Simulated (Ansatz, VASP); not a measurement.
**Se in VASP and in Ansatz**

```
Se
1.0
     2.82746    0.00000    0.00000
     0.00000    2.82746    0.00000
     0.00000    0.00000    2.83647
Se
1
Direct
  0.00000 0.00000 0.00000
```

Alike in both runs: functional PBE; k mesh 18 × 18 × 22; occupations gaussian, width 0.1 eV; no spin polarisation.

Ansatz relaxed the structure, and its values are those at the end. VASP's run is a single point on that final structure, the one shown.

```csv
,VASP,Ansatz
version,VASP 6.6.1,Ansatz 0.2.0
potentials or method,"VASP PAW PBE potentials, release 64 (Se), cutoff 520 eV","scalar-relativistic, plane waves, PAW"
valence electrons in the cell,6,16
```

Ansatz gave:

```
gap on the k mesh at the Fermi level (eV) : none
pressure (GPa)                            : 0.0
```

Question: Which values does VASP return?

Answer: gap on the k mesh at the Fermi level (eV): none; pressure (GPa): 0.1.

A gap of «none» marks a metal or a gap that the smearing closes. VASP's potentials hold 6 valence electrons a cell and Ansatz's 16, so a difference there can come from the potentials and not from the codes.
